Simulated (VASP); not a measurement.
# BaZn (P4mm) in VASP: further runs

BaZn is run at these levels: LDA; tasks: single point.

Everything below comes from runs of VASP 6.6.1. Logs are shortened: lines on timing, memory, paths and dates and some standing lists are left out, and cuts for length are marked.

**1. The cell of the first run**

Symmetry: P4mm, No. 99, tetragonal system. The conventional cell has a = 4.079 Å, b = 4.079 Å, c = 4.079 Å, α = 90.00°, β = 90.00°, γ = 90.00°. Ba (site symmetry 4mm) has 8 Zn at 3.50 to 3.56 Å and 6 Ba at 4.08 Å within 4.6 Å. Zn (site symmetry 4mm) has 8 Ba at 3.50 to 3.56 Å and 6 Zn at 4.08 Å within 4.6 Å.

**2. Single point, LDA**

INCAR reads:

```
PREC     = Accurate       # precision mode
ENCUT    = 520            # plane-wave cutoff, eV
EDIFF    = 1E-7           # SCF threshold, eV
ISMEAR   = 1              # smearing method
SIGMA    = 0.05           # smearing width, eV
LREAL    = F              # projectors in reciprocal space
LASPH    = T              # aspherical terms in the spheres
NELM     = 60             # most SCF steps
ALGO     = Normal         # electronic algorithm
ISIF     = 2              # what is computed and relaxed
LWAVE    = F              # write WAVECAR
LCHARG   = F              # write CHGCAR
NBANDS   = 18             # bands
```

KPOINTS reads:

```
regular mesh
0
Gamma
  5 5 5
```

POSCAR reads:

```
BaZn
1.0
    4.0785100000      0.0000000000      0.0000000000
    0.0000000000      4.0785100000      0.0000000000
    0.0000000000      0.0000000000      4.0785100000
Ba Zn
1 1
Direct
    0.0000000000      0.0000000000      0.0000000000
    0.5000000000      0.5000000000      0.5122593790
```

Potentials or basis: VASP PAW LDA potentials, release 64 (Ba_sv, Zn).

Launch:

```
> cat potpaw_LDA.64/Ba_sv/POTCAR potpaw_LDA.64/Zn/POTCAR > POTCAR
> mpirun -np 1 vasp_std > vasp.out
```

OUTCAR:

```text
PREC = Accurate
   ENCUT = 520
   EDIFF = 1E-7
   ISMEAR = 1
   LREAL = F
   LASPH = T
   NELM = 60
   ISIF = 2

 ion  position               nearest neighbor table
   1  0.000  0.000  0.000-   2 3.50   2 3.50   2 3.50   2 3.50   2 3.56   2 3.56   2 3.56   2 3.56

   2  0.500  0.500  0.512-   1 3.50   1 3.50   1 3.50   1 3.50   1 3.56   1 3.56   1 3.56   1 3.56

  LATTYP: Found a simple cubic cell.
 ALAT       =     4.0785100000

  Lattice vectors:

 A1 = (   4.0785100000,   0.0000000000,   0.0000000000)
 A2 = (   0.0000000000,   4.0785100000,   0.0000000000)
 A3 = (   0.0000000000,   0.0000000000,   4.0785100000)

Analysis of symmetry for initial positions (statically):
=====================================================================
 Subroutine PRICEL returns:
 Original cell was already a primitive cell.

 Routine SETGRP: Setting up the symmetry group for a
 simple cubic supercell.

 Subroutine GETGRP returns: Found  8 space group operations
 (whereof  8 operations were pure point group operations)
 out of a pool of 48 trial point group operations.

The static configuration has the point symmetry C_4v.

Analysis of symmetry for dynamics (positions and initial velocities):
=====================================================================
 Subroutine PRICEL returns:
 Original cell was already a primitive cell.

 Routine SETGRP: Setting up the symmetry group for a
 simple cubic supercell.

 Subroutine GETGRP returns: Found  8 space group operations
 (whereof  8 operations were pure point group operations)
 out of a pool of 48 trial point group operations.

The dynamic configuration has the point symmetry C_4v.

 Subroutine INISYM returns: Found  8 space group operations
 (whereof  8 operations are pure point group operations),
 and found     1 'primitive' translations

----------------------------------------------------------------------------------------

                                     Primitive cell

  volume of cell :      67.8429

  direct lattice vectors                    reciprocal lattice vectors
     4.078510000  0.000000000  0.000000000     0.245187581  0.000000000  0.000000000
     0.000000000  4.078510000  0.000000000     0.000000000  0.245187581  0.000000000
     0.000000000  0.000000000  4.078510000     0.000000000  0.000000000  0.245187581

  length of vectors
     4.078510000  4.078510000  4.078510000     0.245187581  0.245187581  0.245187581

  position of ions in fractional coordinates (direct lattice)
     0.000000000  0.000000000  0.000000000
     0.500000000  0.500000000  0.512259379

  ion indices of the primitive-cell ions
   primitive index   ion index
                 1           1
                 2           2

----------------------------------------------------------------------------------------

 KPOINTS: regular mesh

Automatic generation of k-mesh.
 Grid dimensions read from file:
 generate k-points for:    5    5    5

 Generating k-lattice:

  Cartesian coordinates                     Fractional coordinates (reciprocal lattice)
     0.049037516  0.000000000  0.000000000     0.200000000  0.000000000  0.000000000
     0.000000000  0.049037516  0.000000000     0.000000000  0.200000000  0.000000000
     0.000000000  0.000000000  0.049037516     0.000000000  0.000000000  0.200000000

  Length of vectors
     0.049037516  0.049037516  0.049037516

  Shift w.r.t. Gamma in fractional coordinates (k-lattice)
     0.000000000  0.000000000  0.000000000

 Subroutine IBZKPT returns following result:
 ===========================================

 Found     18 irreducible k-points:

 Following reciprocal coordinates:
            Coordinates               Weight
  0.000000  0.000000  0.000000      1.000000
  0.200000  0.000000  0.000000      4.000000
  0.000000  0.000000  0.200000      2.000000
  0.400000  0.000000  0.000000      4.000000
  0.000000  0.000000  0.400000      2.000000
  0.200000  0.200000  0.000000      4.000000
[... 10 lines left out ...]
  0.200000  0.400000  0.400000     16.000000
  0.400000  0.400000  0.400000      8.000000
   k-points           NKPTS =     18   k-points in BZ     NKDIM =     18   number of bands    NBANDS=     18
   number of dos      NEDOS =    301   number of ions     NIONS =      2
   total plane-waves  NPLWV =  27000
   dimension x,y,z NGX =    30 NGY =   30 NGZ =   30
   dimension x,y,z NGXF=    60 NGYF=   60 NGZF=   60
   ions per type =               1   1
   NGX,Y,Z   is equivalent  to a cutoff of  12.23, 12.23, 12.23 a.u.
   NGXF,Y,Z  is equivalent  to a cutoff of  24.46, 24.46, 24.46 a.u.
 SYSTEM =  unknown system
   PREC   = accura    normal or accurate (medium, high low for compatibility)
   ISTART =      0    job   : 0-new  1-cont  2-samecut
   ICHARG =      2    charge: 1-file 2-atom 10-const
   ISPIN  =      1    spin polarized calculation?
   LNONCOLLINEAR =      F non collinear calculations
   LSORBIT =      F    spin-orbit coupling
   LASPH  =      T    aspherical Exc in radial PAW
   ENCUT  =  520.0 eV  38.22 Ry    6.18 a.u.   7.58  7.58  7.58*2*pi/ulx,y,z
   NELM   =     60;   NELMIN=  2; NELMDL= -5     # of ELM steps
   EDIFF  = 0.1E-06   stopping-criterion for ELM
   LREAL  =      F    real-space projection
   EDIFFG = 0.1E-05   stopping-criterion for IOM
   NSW    =      0    number of steps for IOM
   IBRION =     -1    ionic relax: 0-MD 1-quasi-New 2-CG
   NFREE  =      0    steps in history (QN), initial steepest desc. (CG)
   ISIF   =      2    stress and relaxation
   ISYM   =      2    0-nonsym 1-usesym 2-fastsym
   POTIM  = 0.5000    time-step for ionic-motion
   TEBEG  =    0.0;   TEEND  =   0.0 temperature during run
   PSTRESS=    0.0 pullay stress
   NELECT =      22.0000    total number of electrons
   NUPDOWN=      -1.0000    fix difference up-down
   EMIN   =  10.00;   EMAX   =-10.00  energy-range for DOS
   EFERMI =   0.00;   METHOD = LEGACY
   ISMEAR =     1;   SIGMA  =   0.05  broadening in eV -4-tet -1-fermi 0-gaus
   EFERMI_NEDOS =   21; number of points for ismear=-14 and -15
   IALGO  =     38    algorithm
   IMIX   =      4    mixing-type and parameters
     AMIX     =   0.40;   BMIX     =  1.00
     AMIX_MAG =   1.60;   BMIX_MAG =  1.00
  volume/ion in A,a.u.               =      33.92       228.91
  Fermi-wavevector in a.u.,A,eV,Ry     =   1.124728  2.125428 17.211549  1.265013
  Thomas-Fermi vector in A             =   2.261401
   LORBIT       =      0    0 simple, 1 ext, 2 COOP (PROOUT), +10 PAW based schemes
   GGA     = CA    functional components
   LHFCALC =     F    Hartree Fock is set to
   AEXX    =    0.0000 exact exchange contribution
   IVDW    =     0    specifies the selected vdW correction
   LEPSILON=     F    determine dielectric tensor
   LRPA    =     F    only Hartree local field effects (RPA)
 non-spin polarized calculation
 Methfessel and Paxton  Order N= 1 SIGMA  =   0.05
  energy-cutoff  :      520.00
  volume of cell :       67.84
 maximum number of plane-waves:      1845
 NGX is ok and might be reduce to    30
   NGX = 15   NGY = 15   NGZ = 15

 number of electron      21.9999998 magnetization

 Free energy of the ion-electron system (eV)
  ---------------------------------------------------
  ext. energy  EPLUGINS =         0.00000000
  ---------------------------------------------------
  free energy    TOTEN  =        -4.28781689 eV

  energy without entropy =       -4.28617181  energy(sigma->0) =       -4.28726853

 E-fermi :   1.9217     XC(G=0):  -9.1421

 val. band max:        1.9038491419   @ k =   0.4000   0.4000   0.2000
 cond. band min:       2.1172836049   @ k =   0.2000   0.2000   0.0000
 fundamental gap:      0.2134344630
 Fermi energy:         1.9217205637

 k-point     1 :       0.0000    0.0000    0.0000
  band No.  band energies     occupation
      1     -26.3102      2.00000
      2     -11.2955      2.00000
      3     -11.2954      2.00000
      4     -11.2954      2.00000
      5      -5.1761      2.00000
      6      -5.1755      2.00000
[... 10 lines left out ...]
     17       6.8524      0.00000
     18       6.8524      0.00000

 k-point     2 :       0.2000    0.0000    0.0000
  band No.  band energies     occupation
      1     -26.2946      2.00000
      2     -11.5362      2.00000
      3     -11.2756      2.00000
      4     -11.2755      2.00000
      5      -5.1698      2.00000
      6      -5.1454      2.00000
[... 10 lines left out ...]
     17       8.1134      0.00000
     18       8.1160      0.00000

 k-point     3 :       0.0000    0.0000    0.2000
  band No.  band energies     occupation
      1     -26.2946      2.00000
      2     -11.5362      2.00000
      3     -11.2755      2.00000
      4     -11.2755      2.00000
      5      -5.1701      2.00000
      6      -5.1451      2.00000
[... 10 lines left out ...]
     17       8.1121      0.00000
     18       8.1121      0.00000

 k-point     4 :       0.4000    0.0000    0.0000
  band No.  band energies     occupation
      1     -26.2693      2.00000
      2     -11.8900      2.00000
      3     -11.2430      2.00000
      4     -11.2429      2.00000
      5      -5.1602      2.00000
      6      -5.1104      2.00000
[... 249 lines left out ...]
      4     -11.3902      2.00000
      5      -5.1523      2.00000
      6      -5.1320      2.00000
[... 10 lines left out ...]
     17       8.3741      0.00000
     18       9.3716      0.00000

 k-point    17 :       0.2000    0.4000    0.4000
  band No.  band energies     occupation
      1     -26.2157      2.00000
      2     -11.7532      2.00000
      3     -11.7416      2.00000
      4     -11.3902      2.00000
      5      -5.1523      2.00000
      6      -5.1323      2.00000
[... 10 lines left out ...]
     17       8.3733      0.00000
     18       9.3699      0.00000

 k-point    18 :       0.4000    0.4000    0.4000
  band No.  band energies     occupation
      1     -26.1921      2.00000
      2     -11.7039      2.00000
      3     -11.6942      2.00000
      4     -11.6942      2.00000
      5      -5.1326      2.00000
      6      -5.1150      2.00000
[... 10 lines left out ...]
     17       9.6379      0.00000
     18       9.6399      0.00000

------------------------ aborting loop because EDIFF is reached ----------------------------------------

  FORCE on cell =-STRESS in cart. coord.  units (eV):
  Direction    XX          YY          ZZ          XY          YZ          ZX
  --------------------------------------------------------------------------------------
  -------------------------------------------------------------------------------------
  Total       -0.8482876     -0.8482876     -0.8496761      0.0000000     -0.0000000     -0.0000000
  in kB      -20.0331431    -20.0331431    -20.0659346      0.0000000     -0.0000000     -0.0000000
  external PRESSURE =     -20.0440736 kB  Pullay stress =       0.0000000 kB

 VOLUME and BASIS-vectors are now :
 -----------------------------------------------------------------------------
  energy-cutoff  :      520.00
  volume of cell :       67.84
      direct lattice vectors                 reciprocal lattice vectors
     4.078510000  0.000000000  0.000000000     0.245187581  0.000000000  0.000000000
     0.000000000  4.078510000  0.000000000     0.000000000  0.245187581  0.000000000
     0.000000000  0.000000000  4.078510000     0.000000000  0.000000000  0.245187581

 POSITION                                       TOTAL-FORCE (eV/Angst)
 -----------------------------------------------------------------------------------
      0.00000      0.00000      0.00000        -0.000000      0.000000      0.059938
      2.03925      2.03925      2.08925         0.000000     -0.000000     -0.059938
 -----------------------------------------------------------------------------------
    total drift:                                0.000000      0.000000     -0.000768

  FREE ENERGIE OF THE ION-ELECTRON SYSTEM (eV)
  ---------------------------------------------------
  free  energy   TOTEN  =        -4.2878168938 eV

  energy  without entropy=       -4.2861718128  energy(sigma->0) =       -4.28726853
```

Wall time 35 s (1 thread of AMD EPYC 7R43 (Zen 3), shared host); peak memory 0.12 GiB.

What came out:

| Item | Value |
| --- | --- |
| Free energy | -4.2878 eV |
| Pressure | -2.0 GPa |
| Largest force | 0.060 eV/Å |
| Band gap on the k mesh | zero (band 11 reaches 2.58 eV, above the bottom of band 12 at 1.01 eV) |

Forces in eV/Å, atoms in the order of the input:
```
Ba   0.000  0.000  0.060
Zn   0.000  0.000 -0.060
```

Levels at points of the mesh, in eV from the Fermi level:
| k point | band 8 | band 9 | band 10 | band 11 | band 12 | band 13 | band 14 | band 15 |
| --- | --- | --- | --- | --- | --- | --- | --- | --- |
| (0.00, 0.00, 0.00) | -7.04 | -7.04 | -5.35 | 0.49 | 0.49 | 3.83 | 3.83 | 3.84 |

Caveat: spin-orbit coupling is left out, which moves the levels of the heavy elements.

**3. Single point, LDA**

INCAR reads:

```
ALGO     = Normal         # electronic algorithm
EDIFF    = 1E-6           # SCF threshold, eV
ENCUT    = 520            # plane-wave cutoff, eV
ISIF     = 2              # what is computed and relaxed
ISMEAR   = 1              # smearing method
LASPH    = T              # aspherical terms in the spheres
LCHARG   = F              # write CHGCAR
LREAL    = F              # projectors in reciprocal space
LWAVE    = F              # write WAVECAR
NBANDS   = 18             # bands
NELM     = 80             # most SCF steps
PREC     = Accurate       # precision mode
SIGMA    = 0.05           # smearing width, eV
```

KPOINTS reads:

```
k-points
0
Gamma
  5 5 5
```

Changes to POSCAR since step 2:

```diff
@@ -9,2 +9,2 @@
     0.0000000000      0.0000000000      0.0000000000
-    0.5000000000      0.5000000000      0.5122593790
+    0.5000000000      0.5000000000      0.5245187581
```

Potentials or basis: VASP PAW LDA potentials, release 64 (Ba_sv, Zn).

Launch:

```
> cat potpaw_LDA.64/Ba_sv/POTCAR potpaw_LDA.64/Zn/POTCAR > POTCAR
> mpirun -np 1 vasp_std > vasp.out
```

OUTCAR:

```text
EDIFF = 1E-6
   ENCUT = 520
   ISIF = 2
   ISMEAR = 1
   LASPH = T
   LREAL = F
   NELM = 80
   PREC = Accurate

 ion  position               nearest neighbor table
   1  0.000  0.000  0.000-   2 3.48   2 3.48   2 3.48   2 3.48   2 3.59   2 3.59   2 3.59   2 3.59

   2  0.500  0.500  0.525-   1 3.48   1 3.48   1 3.48   1 3.48   1 3.59   1 3.59   1 3.59   1 3.59

  LATTYP: Found a simple cubic cell.
 ALAT       =     4.0785100000

  Lattice vectors:

 A1 = (   4.0785100000,   0.0000000000,   0.0000000000)
 A2 = (   0.0000000000,   4.0785100000,   0.0000000000)
 A3 = (   0.0000000000,   0.0000000000,   4.0785100000)

Analysis of symmetry for initial positions (statically):
=====================================================================
 Subroutine PRICEL returns:
 Original cell was already a primitive cell.

 Routine SETGRP: Setting up the symmetry group for a
 simple cubic supercell.

 Subroutine GETGRP returns: Found  8 space group operations
 (whereof  8 operations were pure point group operations)
 out of a pool of 48 trial point group operations.

The static configuration has the point symmetry C_4v.

[... 151 lines left out ...]

  energy without entropy =       -4.28170489  energy(sigma->0) =       -4.28280367

 E-fermi :   1.9212     XC(G=0):  -9.1412

 val. band max:        1.9050113419   @ k =   0.4000   0.4000   0.2000
 cond. band min:       2.1122241308   @ k =   0.2000   0.2000   0.0000
 fundamental gap:      0.2072127890
 Fermi energy:         1.9211671596

 k-point     1 :       0.0000    0.0000    0.0000
  band No.  band energies     occupation
      1     -26.3098      2.00000
      2     -11.2959      2.00000
      3     -11.2954      2.00000
      4     -11.2954      2.00000
      5      -5.1786      2.00000
      6      -5.1765      2.00000
[... 355 lines left out ...]
      5      -5.1342      2.00000
      6      -5.1168      2.00000
[... 10 lines left out ...]
     17       9.6328      0.00000
     18       9.6406      0.00000

------------------------ aborting loop because EDIFF is reached ----------------------------------------

  FORCE on cell =-STRESS in cart. coord.  units (eV):
  Direction    XX          YY          ZZ          XY          YZ          ZX
  --------------------------------------------------------------------------------------
  -------------------------------------------------------------------------------------
  Total       -0.8526311     -0.8526311     -0.8631175      0.0000000      0.0000000     -0.0000000
  in kB      -20.1357209    -20.1357209    -20.3833675      0.0000000      0.0000000     -0.0000000
  external PRESSURE =     -20.2182698 kB  Pullay stress =       0.0000000 kB

 VOLUME and BASIS-vectors are now :
 -----------------------------------------------------------------------------
  energy-cutoff  :      520.00
  volume of cell :       67.84
      direct lattice vectors                 reciprocal lattice vectors
     4.078510000  0.000000000  0.000000000     0.245187581  0.000000000  0.000000000
     0.000000000  4.078510000  0.000000000     0.000000000  0.245187581  0.000000000
     0.000000000  0.000000000  4.078510000     0.000000000  0.000000000  0.245187581

 POSITION                                       TOTAL-FORCE (eV/Angst)
 -----------------------------------------------------------------------------------
      0.00000      0.00000      0.00000         0.000000      0.000000      0.119331
      2.03925      2.03925      2.13926        -0.000000     -0.000000     -0.119331
 -----------------------------------------------------------------------------------
    total drift:                                0.000000      0.000000      0.000041

  FREE ENERGIE OF THE ION-ELECTRON SYSTEM (eV)
  ---------------------------------------------------
  free  energy   TOTEN  =        -4.2833530543 eV

  energy  without entropy=       -4.2817048879  energy(sigma->0) =       -4.28280367
```

Run time: 28 s. Hardware: 1 thread of AMD EPYC 7R43 (Zen 3), shared host; peak memory 0.12 GiB.

Results:

| Item | Value |
| --- | --- |
| Free energy | -4.2834 eV |
| Pressure | -2.0 GPa |
| Largest force | 0.119 eV/Å |
| Band gap on the k mesh | zero (band 11 reaches 2.57 eV, above the bottom of band 12 at 1.02 eV) |

Forces on the atoms (eV/Å):
```
Ba   0.000  0.000  0.119
Zn   0.000  0.000 -0.119
```

Caveat: spin-orbit coupling is left out, which moves the levels of the heavy elements.
